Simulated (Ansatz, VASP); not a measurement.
**Two plane-wave programs on Zr2PdS3**

```xyz
6
Lattice="6.4435 0.0000 0.0000 -3.2218 5.5803 0.0000 0.0000 0.0000 3.4865" Properties=species:S:1:pos:R:3 pbc="T T T"
Zr    0.0000    3.7202    0.0000
Zr    3.2218    1.8601    0.0000
Pd    0.0000    0.0000    0.0000
S     3.2218    0.0000    1.7432
S    -1.6109    2.7901    1.7432
S     1.6109    2.7901    1.7432
```

Change from the starting cell: species swapped into the LaNi3Rh2 type (P6/mmm, No. 191).

Alike in both runs: functional PBE; k mesh 6 × 6 × 4; occupations gaussian, width 0.1 eV; no spin polarisation.

Ansatz relaxed the structure, and its values are those at the end. VASP's run is a single point on that final structure, the one shown.

```csv
,VASP,Ansatz
version,VASP 6.6.1,Ansatz 0.2.0
potentials or method,"VASP PAW PBE potentials, release 64 (Zr_sv, Pd, S), cutoff 520 eV","scalar-relativistic, plane waves, PAW"
valence electrons in the cell,52,60
```

|  | VASP | Ansatz | Ansatz less VASP |
| --- | --- | --- | --- |
| gap on the k mesh at the Fermi level (eV) | none | none | - |
| pressure (GPa) | 0.0 | 0.1 | +0.03 |

A gap of «none» marks a metal or a gap that the smearing closes. VASP's potentials hold 52 valence electrons a cell and Ansatz's 60, so a difference there can come from the potentials and not from the codes.

The k mesh is coarse, so the values compare programs but aren't converged.
